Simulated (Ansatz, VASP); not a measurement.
BaTiO3: VASP beside Ansatz

POSCAR

```
BaTiO3
1.0
    4.1551154307      0.1583906644      0.2569067247
    0.3005213822      2.5160853304      2.7586679808
    0.0720886616     -2.9915653209      3.2314727974
Ba Ti O
1 1 3
Direct
    0.0164755655      0.0018147783     -0.0048949623
    0.4617674687      0.4941448299      0.5437271802
   -0.0175892179      0.4879584981      0.5050556318
    0.4904344273      0.5469836468      0.9044834899
    0.5489117564      0.9653182471      0.5478486606
```

Contents of INCAR.step1:

```
SYSTEM = BaTiO3
  PREC = Accurate
  ENCUT = 520
  ISMEAR = 0
  SIGMA = 0.05
  LREAL = .FALSE.
  LASPH = .TRUE.
  NELM = 100
  NBANDS = 28
  GGA = PE
  ALGO = Normal
  EDIFF = 1E-4
  LWAVE = .TRUE.
  LCHARG = .FALSE.
```

INCAR.step2

```
SYSTEM = BaTiO3
  PREC = Accurate
  ENCUT = 520
  EDIFF = 1E-6
  ISMEAR = 0
  SIGMA = 0.05
  LREAL = .FALSE.
  LASPH = .TRUE.
  NELM = 100
  ALGO = Normal
  ISIF = 2
  LWAVE = .FALSE.
  LCHARG = .FALSE.
  METAGGA = R2SCAN
  LMIXTAU = .TRUE.
  NBANDS = 28
  ISTART = 1
```

Contents of KPOINTS:

```
regular mesh
0
G
  6 6 6
  0 0 0
```

Input for Ansatz:

```yaml
crystal:
  lattice:
    - [4.1551154307, 0.1583906644, 0.2569067247]
    - [0.3005213822, 2.5160853304, 2.7586679808]
    - [0.0720886616, -2.9915653209, 3.2314727974]
  atoms:
    - { symbol: Ba, position: [0.0164755655, 0.0018147783, -0.0048949623] }
    - { symbol: Ti, position: [0.4617674687, 0.4941448299, 0.5437271802] }
    - { symbol: O, position: [-0.0175892179, 0.4879584981, 0.5050556318] }
    - { symbol: O, position: [0.4904344273, 0.5469836468, 0.9044834899] }
    - { symbol: O, position: [0.5489117564, 0.9653182471, 0.5478486606] }
basis:
  ecutwfc: 500
kpoints:
  mp_grid: { grid: [6, 6, 6] }
hamiltonian:
  xc: r2scan
scf:
  occupations: { method: gaussian, width: 0.05 }
output:
  forces: true
  stress: true
  eigenvalues: true
```

Change from the starting cell: all atoms moved at random, sigma 0.15 Å a component, cell strained at random, sigma 0.1.

Alike in both runs: task single point; functional r2SCAN; k mesh 6 × 6 × 6; occupations gaussian, width 0.05 eV; no spin polarisation.

|  | VASP | Ansatz |
| --- | --- | --- |
| version | VASP 6.6.1 | Ansatz 0.2.0 |
| potentials or method | VASP PAW PBE potentials, release 64 (Ba_sv, Ti_sv, O), cutoff 520 eV | scalar-relativistic, plane waves, PAW |
| valence electrons in the cell | 40 | 40 |

```tsv
	VASP	Ansatz	Ansatz less VASP
gap on the k mesh at the Fermi level (eV)	2.30	2.32	+0.026
least direct gap on the mesh (eV)	2.88	2.91	+0.028
pressure (GPa)	15.6	13.2	-2.38
traceless stress, the component that is largest in VASP (GPa)	16.29	16.11	-0.183
rms of the force components (eV/Å)	2.730	2.580	-0.1502
```

VASP's potentials were made for PBE, not for r2SCAN. Atom by atom the forces differ by 0.192 eV/Å (rms over components). The functional is the same, so the differences come from potentials, cutoffs and numerics.

Neither program's run includes spin-orbit coupling.
